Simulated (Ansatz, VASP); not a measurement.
**GePt: VASP beside Ansatz**

```
Ge Pt
1.0
     5.82973    0.00000    0.00000
     0.00000    3.74381    0.00000
     0.00000    0.00000    6.17647
Ge Pt
4 4
Direct
  0.18578 0.25000 0.58790
  0.31422 0.75000 0.08790
  0.68578 0.25000 0.91210
  0.81422 0.75000 0.41210
  0.99783 0.25000 0.19219
  0.50217 0.75000 0.69219
  0.49783 0.25000 0.30781
  0.00217 0.75000 0.80781
```

Alike in both runs: functional PBE; k mesh 4 × 6 × 4; occupations gaussian, width 0.1 eV; no spin polarisation.

Ansatz relaxed the structure, and its values are those at the end. VASP's run is a single point on that final structure, the one shown.

|  | VASP | Ansatz |
| --- | --- | --- |
| version | VASP 6.6.1 | Ansatz 0.2.0 |
| potentials or method | VASP PAW PBE potentials, release 64 (Ge_d, Pt), cutoff 520 eV | scalar-relativistic, plane waves, PAW |
| valence electrons in the cell | 96 | 128 |

Ansatz gave:

| Item | Value |
| --- | --- |
| gap on the k mesh at the Fermi level (eV) | none |
| pressure (GPa) | 0.1 |
| rms of the force components (eV/Å) | 0.008 |

What did VASP give for the same quantities?

gap on the k mesh at the Fermi level (eV): none; pressure (GPa): 0.1; rms of the force components (eV/Å): 0.009.

A gap of «none» marks a metal or a gap that the smearing closes. VASP's potentials hold 96 valence electrons a cell and Ansatz's 128, so a difference there can come from the potentials and not from the codes.

Spin-orbit coupling is off throughout.
